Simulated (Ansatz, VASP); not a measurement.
## Two plane-wave programs on KYMgC6N6

```
CELL_PARAMETERS angstrom
0.00000 5.36000 5.36000
5.36000 0.00000 5.36000
5.36000 5.36000 0.00000
ATOMIC_POSITIONS crystal
K 0.75000 0.75000 0.75000
Y 0.50000 0.50000 0.50000
Mg 0.00000 0.00000 0.00000
C 0.81530 0.18470 0.18470
C 0.18470 0.18470 0.81530
C 0.81530 0.18470 0.81530
C 0.18470 0.81530 0.81530
C 0.81530 0.81530 0.18470
C 0.18470 0.81530 0.18470
N 0.70616 0.29384 0.29384
N 0.29384 0.29384 0.70616
N 0.70616 0.29384 0.70616
N 0.29384 0.70616 0.70616
N 0.70616 0.70616 0.29384
N 0.29384 0.70616 0.29384
```

Alike in both runs: task single point; functional PBE; k mesh 4 × 4 × 4; occupations gaussian, width 0.1 eV; no spin polarisation.

|  | VASP | Ansatz |
| --- | --- | --- |
| version | VASP 6.6.1 | Ansatz 0.2.0 |
| potentials or method | VASP PAW PBE potentials, release 64 (K_sv, Y_sv, Mg, C, N), cutoff 520 eV | scalar-relativistic, plane waves, PAW |
| valence electrons in the cell | 76 | 84 |

|  | VASP | Ansatz | Ansatz less VASP |
| --- | --- | --- | --- |
| gap on the k mesh at the Fermi level (eV) | 3.57 | 3.58 | +0.007 |
| least direct gap on the mesh (eV) | 3.68 | 3.69 | +0.007 |
| pressure (GPa) | 11.6 | 11.3 | -0.38 |
| rms of the force components (eV/Å) | 0.806 | 0.999 | +0.1924 |

Atom by atom the forces differ by 0.206 eV/Å (rms over components). The functional is the same, so the differences come from potentials, cutoffs and numerics. VASP's potentials hold 76 valence electrons a cell and Ansatz's 84, so a difference there can come from the potentials and not from the codes.

Noted on VASP's run: the standard files for N, O and F lose accuracy on very short bonds.
